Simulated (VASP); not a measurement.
# CuO (I4/mmm) in VASP: single point with PBE

Aim: the single point of CuO with PBE.

Program: VASP 6.6.1. These are calculated values, not measurements. Logs are shortened: lines on timing, memory, paths and dates and some standing lists are left out, and cuts for length are marked.

## (1) The cell of the first run

It takes space group I4/mmm (No. 139, tetragonal). The conventional cell has a = 3.143 Å, b = 3.143 Å, c = 4.233 Å, α = 90.00°, β = 90.00°, γ = 90.00°. Cu (site symmetry 4/mmm) has 6 O at 2.12 to 2.22 Å within 2.8 Å. Within 2.8 Å of O (site symmetry 4/mmm) lie 6 Cu at 2.12 to 2.22 Å.

## (2) Single point, PBE (strain +0.050 along x and y, +0.000 along z)

Contents of INCAR:

```
PREC = Accurate
ENCUT = 700
EDIFF = 1E-6
ISMEAR = 0
SIGMA = 0.15
LREAL = F
LASPH = T
NELM = 120
ALGO = Normal
ISIF = 2
LWAVE = F
LCHARG = T
GGA = PE
LELF = T
LVHAR = T
NBANDS = 20
GGA_COMPAT = F
```

Contents of KPOINTS:

```
regular mesh
0
Gamma
  20 20 20
```

Contents of POSCAR:

```
CuO
1.0
    0.0000000000      2.2223880000      2.1165600000
    2.2223880000      0.0000000000      2.1165600000
    2.2223880000      2.2223880000      0.0000000000
Cu O
1 1
Direct
    0.0000000000      0.0000000000      0.0000000000
    0.5000000000      0.5000000000      0.5000000000
```

Potentials or basis: VASP PAW PBE potentials, release 64 (Cu_sv_GW, O).

The run is started by

```
$ cat potpaw_PBE.64/Cu_sv_GW/POTCAR potpaw_PBE.64/O/POTCAR > POTCAR
$ mpirun -np 1 vasp_std > vasp.out
```

OUTCAR:

```text
PREC = Accurate
   ENCUT = 700
   EDIFF = 1E-6
   ISMEAR = 0
   LREAL = F
   LASPH = T
   NELM = 120
   ISIF = 2
   GGA = PE

 ion  position               nearest neighbor table
   1  0.000  0.000  0.000-   2 2.12   2 2.12   2 2.22   2 2.22   2 2.22   2 2.22
   2  0.500  0.500  0.500-   1 2.12   1 2.12   1 2.22   1 2.22   1 2.22   1 2.22

  LATTYP: Found a body centered tetragonal cell.
 ALAT       =     3.1429312505
 C/A-ratio  =     1.3468700594

  Lattice vectors:

 A1 = (   0.0000000000,  -2.2223880000,  -2.1165600000)
 A2 = (   0.0000000000,   2.2223880000,  -2.1165600000)
 A3 = (   2.2223880000,   0.0000000000,   2.1165600000)

Analysis of symmetry for initial positions (statically):
=====================================================================
 Subroutine PRICEL returns:
 Original cell was already a primitive cell.

 Routine SETGRP: Setting up the symmetry group for a
 body centered tetragonal supercell.

 Subroutine GETGRP returns: Found 16 space group operations
 (whereof 16 operations were pure point group operations)
 out of a pool of 16 trial point group operations.

The static configuration has the point symmetry D_4h.

Analysis of symmetry for dynamics (positions and initial velocities):
=====================================================================
 Subroutine PRICEL returns:
 Original cell was already a primitive cell.

 Routine SETGRP: Setting up the symmetry group for a
 body centered tetragonal supercell.

 Subroutine GETGRP returns: Found 16 space group operations
 (whereof 16 operations were pure point group operations)
 out of a pool of 16 trial point group operations.

The dynamic configuration has the point symmetry D_4h.

 Subroutine INISYM returns: Found 16 space group operations
 (whereof 16 operations are pure point group operations),
 and found     1 'primitive' translations

----------------------------------------------------------------------------------------

                                     Primitive cell

  volume of cell :      20.9074

  direct lattice vectors                    reciprocal lattice vectors
     0.000000000  2.222388000  2.116560000    -0.224983216  0.224983216  0.236232377
     2.222388000  0.000000000  2.116560000     0.224983216 -0.224983216  0.236232377
     2.222388000  2.222388000  0.000000000     0.224983216  0.224983216 -0.236232377

  length of vectors
     3.069012000  3.069012000  3.142931250     0.396283524  0.396283524  0.396283524

  position of ions in fractional coordinates (direct lattice)
     0.000000000  0.000000000  0.000000000
     0.500000000  0.500000000  0.500000000

  ion indices of the primitive-cell ions
   primitive index   ion index
                 1           1
                 2           2

----------------------------------------------------------------------------------------

 KPOINTS: regular mesh

Automatic generation of k-mesh.
 Grid dimensions read from file:
 generate k-points for:   20   20   20

 Generating k-lattice:

  Cartesian coordinates                     Fractional coordinates (reciprocal lattice)
    -0.011249161  0.011249161  0.011811619     0.050000000  0.000000000  0.000000000
     0.011249161 -0.011249161  0.011811619     0.000000000  0.050000000  0.000000000
     0.011249161  0.011249161 -0.011811619     0.000000000  0.000000000  0.050000000

  Length of vectors
     0.019814176  0.019814176  0.019814176

  Shift w.r.t. Gamma in fractional coordinates (k-lattice)
     0.000000000  0.000000000  0.000000000

 Subroutine IBZKPT returns following result:
 ===========================================

 Found    641 irreducible k-points:

 Following reciprocal coordinates:
            Coordinates               Weight
  0.000000  0.000000  0.000000      1.000000
  0.050000  0.000000  0.000000      8.000000
  0.100000  0.000000  0.000000      8.000000
  0.150000  0.000000  0.000000      8.000000
  0.200000  0.000000  0.000000      8.000000
  0.250000  0.000000  0.000000      8.000000
[... 16 lines left out ...]
 -0.400000  0.050000  0.000000      8.000000
 -0.350000  0.050000  0.000000      8.000000
 [... further k-points ...]
   k-points           NKPTS =    641   k-points in BZ     NKDIM =    641   number of bands    NBANDS=     20
   number of dos      NEDOS =    301   number of ions     NIONS =      2
   total plane-waves  NPLWV =  21952
   dimension x,y,z NGX =    28 NGY =   28 NGZ =   28
   dimension x,y,z NGXF=    56 NGYF=   56 NGZF=   56
   ions per type =               1   1
   NGX,Y,Z   is equivalent  to a cutoff of  15.17, 15.17, 14.81 a.u.
   NGXF,Y,Z  is equivalent  to a cutoff of  30.33, 30.33, 29.62 a.u.
 SYSTEM =  unknown system
   PREC   = accura    normal or accurate (medium, high low for compatibility)
   ISTART =      0    job   : 0-new  1-cont  2-samecut
   ICHARG =      2    charge: 1-file 2-atom 10-const
   ISPIN  =      1    spin polarized calculation?
   LNONCOLLINEAR =      F non collinear calculations
   LSORBIT =      F    spin-orbit coupling
   LASPH  =      T    aspherical Exc in radial PAW
   ENCUT  =  700.0 eV  51.45 Ry    7.17 a.u.   6.62  6.62  6.78*2*pi/ulx,y,z
   NELM   =    120;   NELMIN=  2; NELMDL= -5     # of ELM steps
   EDIFF  = 0.1E-05   stopping-criterion for ELM
   LREAL  =      F    real-space projection
   EDIFFG = 0.1E-04   stopping-criterion for IOM
   NSW    =      0    number of steps for IOM
   IBRION =     -1    ionic relax: 0-MD 1-quasi-New 2-CG
   NFREE  =      0    steps in history (QN), initial steepest desc. (CG)
   ISIF   =      2    stress and relaxation
   ISYM   =      2    0-nonsym 1-usesym 2-fastsym
   POTIM  = 0.5000    time-step for ionic-motion
   TEBEG  =    0.0;   TEEND  =   0.0 temperature during run
   PSTRESS=    0.0 pullay stress
   NELECT =      25.0000    total number of electrons
   NUPDOWN=      -1.0000    fix difference up-down
   EMIN   =  10.00;   EMAX   =-10.00  energy-range for DOS
   EFERMI =   0.00;   METHOD = LEGACY
   ISMEAR =     0;   SIGMA  =   0.15  broadening in eV -4-tet -1-fermi 0-gaus
   EFERMI_NEDOS =   21; number of points for ismear=-14 and -15
   IALGO  =     38    algorithm
   IMIX   =      4    mixing-type and parameters
     AMIX     =   0.40;   BMIX     =  1.00
     AMIX_MAG =   1.60;   BMIX_MAG =  1.00
  volume/ion in A,a.u.               =      10.45        70.55
  Fermi-wavevector in a.u.,A,eV,Ry     =   1.737620  3.283625 41.080370  3.019322
  Thomas-Fermi vector in A             =   2.810808
   LORBIT       =      0    0 simple, 1 ext, 2 COOP (PROOUT), +10 PAW based schemes
   GGA     = PE    functional components
   LHFCALC =     F    Hartree Fock is set to
   AEXX    =    0.0000 exact exchange contribution
   IVDW    =     0    specifies the selected vdW correction
   LEPSILON=     F    determine dielectric tensor
   LRPA    =     F    only Hartree local field effects (RPA)
 non-spin polarized calculation
 Gauss-broadening in eV      SIGMA  =   0.15
  energy-cutoff  :      700.00
  volume of cell :       20.91
 maximum number of plane-waves:       925
   NGX = 13   NGY = 13   NGZ = 13

 number of electron      24.9999998 magnetization

 Free energy of the ion-electron system (eV)
  ---------------------------------------------------
  ext. energy  EPLUGINS =         0.00000000
  ---------------------------------------------------
  free energy    TOTEN  =        -9.52371709 eV

  energy without entropy =       -9.50487228  energy(sigma->0) =       -9.51429468

 E-fermi :   4.9423     XC(G=0): -12.2229

 val. band max:        4.9418498458   @ k =  -0.4000   0.3000   0.1500
 cond. band min:       4.9424436269   @ k =   0.4000   0.0500   0.2000
 fundamental gap:      0.0005937811
 Fermi energy:         4.9423130729

 k-point     1 :       0.0000    0.0000    0.0000
  band No.  band energies     occupation
      1    -106.9758      2.00000
      2     -64.4345      2.00000
      3     -64.3318      2.00000
      4     -64.3318      2.00000
      5     -13.8155      2.00000
      6       2.7324      2.00000
[... 12 lines left out ...]
     19      24.2332      0.00000
     20      24.2332      0.00000

 k-point     2 :       0.0500    0.0000    0.0000
  band No.  band energies     occupation
      1    -106.9750      2.00000
      2     -64.4337      2.00000
      3     -64.3312      2.00000
      4     -64.3310      2.00000
      5     -13.7932      2.00000
      6       2.4289      2.00000
[... 12 lines left out ...]
     19      24.2845      0.00000
     20      24.8471      0.00000

 k-point     3 :       0.1000    0.0000    0.0000
  band No.  band energies     occupation
      1    -106.9747      2.00000
      2     -64.4337      2.00000
      3     -64.3313      2.00000
      4     -64.3310      2.00000
      5     -13.7279      2.00000
      6       1.9262      2.00000
[... 12 lines left out ...]
     19      24.4666      0.00000
     20      25.1911      0.00000

 k-point     4 :       0.1500    0.0000    0.0000
  band No.  band energies     occupation
      1    -106.9745      2.00000
      2     -64.4341      2.00000
      3     -64.3318      2.00000
      4     -64.3312      2.00000
      5     -13.6239      2.00000
      6       1.2939      2.00000
[... 12 lines left out ...]
     19      24.7898      0.00000
     20      25.2958      0.00000

 k-point     5 :       0.2000    0.0000    0.0000
  band No.  band energies     occupation
      1    -106.9744      2.00000
      2     -64.4346      2.00000
      3     -64.3328      2.00000
      4     -64.3314      2.00000
      5     -13.4886      2.00000
      6       0.6351      2.00000
[... 12 lines left out ...]
     19      25.2434      0.00000
     20      25.5834      0.00000
[... 353 lines left out ...]
      6      -1.6711      2.00000
[... 12 lines left out ...]
     19      28.3062      0.00000
     20      28.7802      0.00000

 k-point    22 :      -0.4500    0.0500    0.0000
  band No.  band energies     occupation
      1    -106.9735      2.00000
      2     -64.4373      2.00000
      3     -64.3361      2.00000
      4     -64.3321      2.00000
      5     -12.7859      2.00000
      6      -1.6290      2.00000
[... 12 lines left out ...]
     19      28.3732      0.00000
     20      28.4852      0.00000

 k-point    23 :      -0.4000    0.0500    0.0000
  band No.  band energies     occupation
      1    -106.9737      2.00000
      2     -64.4371      2.00000
      3     -64.3362      2.00000
      4     -64.3320      2.00000
      5     -12.8556      2.00000
      6      -1.4394      2.00000
[... 12 lines left out ...]
     19      27.6661      0.00000
     20      28.4362      0.00000

 k-point    24 :      -0.3500    0.0500    0.0000
  band No.  band energies     occupation
      1    -106.9738      2.00000
      2     -64.4367      2.00000
      3     -64.3357      2.00000
      4     -64.3317      2.00000
      5     -12.9711      2.00000
      6      -1.1145      2.00000
[... 12 lines left out ...]
     19      26.8536      0.00000
     20      28.0447      0.00000

 [... further k-points ...]

------------------------ aborting loop because EDIFF is reached ----------------------------------------

  FORCE on cell =-STRESS in cart. coord.  units (eV):
  Direction    XX          YY          ZZ          XY          YZ          ZX
  --------------------------------------------------------------------------------------
  -------------------------------------------------------------------------------------
  Total       -1.8948280     -1.8948280     -1.9769183      0.0000000     -0.0000000     -0.0000000
  in kB     -145.2044818   -145.2044818   -151.4952268      0.0000000     -0.0000000     -0.0000000
  external PRESSURE =    -147.3013968 kB  Pullay stress =       0.0000000 kB

 VOLUME and BASIS-vectors are now :
 -----------------------------------------------------------------------------
  energy-cutoff  :      700.00
  volume of cell :       20.91
      direct lattice vectors                 reciprocal lattice vectors
     0.000000000  2.222388000  2.116560000    -0.224983216  0.224983216  0.236232377
     2.222388000  0.000000000  2.116560000     0.224983216 -0.224983216  0.236232377
     2.222388000  2.222388000  0.000000000     0.224983216  0.224983216 -0.236232377

 POSITION                                       TOTAL-FORCE (eV/Angst)
 -----------------------------------------------------------------------------------
      0.00000      0.00000      0.00000         0.000000      0.000000      0.000000
      2.22239      2.22239      2.11656         0.000000      0.000000      0.000000
 -----------------------------------------------------------------------------------
    total drift:                               -0.000000      0.000000      0.000000

  FREE ENERGIE OF THE ION-ELECTRON SYSTEM (eV)
  ---------------------------------------------------
  free  energy   TOTEN  =        -9.5237170875 eV

  energy  without entropy=       -9.5048722822  energy(sigma->0) =       -9.51429468
```

It took 7.3 min on 1 thread of Intel Xeon Platinum 8124M at 3.00GHz (Skylake/Cascade Lake), shared host; peak memory 0.59 GiB.

What came out:

```
Free energy            : -9.5237 eV
Pressure               : -14.7 GPa
Band gap on the k mesh : zero (an odd number of electrons rules out a gap without spin polarisation)
```

Stress tensor (GPa, compression positive):
```
-14.52   0.00   0.00
  0.00 -14.52   0.00
  0.00   0.00 -15.15
```

Caveat: the cell differs from its parent crystal (strain +0.050 along x and y, +0.000 along z); the cell stands under tension; an odd number of electrons without spin polarisation forces a metal; a magnetic or distorted state may lie lower; semilocal functionals often make such compounds metallic where correlation or magnetic order opens a gap, which also shifts bond lengths.
